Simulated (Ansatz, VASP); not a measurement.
**BaTe: VASP beside Ansatz**

```xyz
8
Lattice="4.9212 0.0000 0.0000 -2.4606 4.2619 0.0000 0.0000 0.0000 16.7739" Properties=species:S:1:pos:R:3 pbc="T T T"
Ba    0.0000    0.0000    0.0000
Ba    0.0000    2.8412    4.1935
Ba    0.0000    0.0000    8.3869
Ba    2.4606    1.4206   12.5804
Te    2.4606    1.4206    2.0685
Te    2.4606    1.4206    6.3185
Te    0.0000    2.8412   10.4554
Te    0.0000    2.8412   14.7054
```

Alike in both runs: functional PBE; k mesh 6 × 6 × 3; occupations gaussian, width 0.02 eV; no spin polarisation.

Ansatz relaxed the structure, and its values are those at the end. VASP's run is a single point on that final structure, the one shown.

|  | VASP | Ansatz |
| --- | --- | --- |
| version | VASP 6.6.1 | Ansatz 0.2.0 |
| potentials or method | VASP PAW PBE potentials, release 64 (Ba_sv, Te), cutoff 520 eV | scalar-relativistic, plane waves, PAW |
| valence electrons in the cell | 64 | 104 |

VASP gave:

- gap on the k mesh at the Fermi level (eV): 1.44
- least direct gap on the mesh (eV): 1.80
- pressure (GPa): 0.3

Q: Which values does Ansatz return?

A: gap on the k mesh at the Fermi level (eV): 1.51; least direct gap on the mesh (eV): 1.85; pressure (GPa): 0.0.

The functional is the same, so the differences come from potentials, cutoffs and numerics. VASP's potentials hold 64 valence electrons a cell and Ansatz's 104, so a difference there can come from the potentials and not from the codes.

Neither program's run includes spin-orbit coupling.
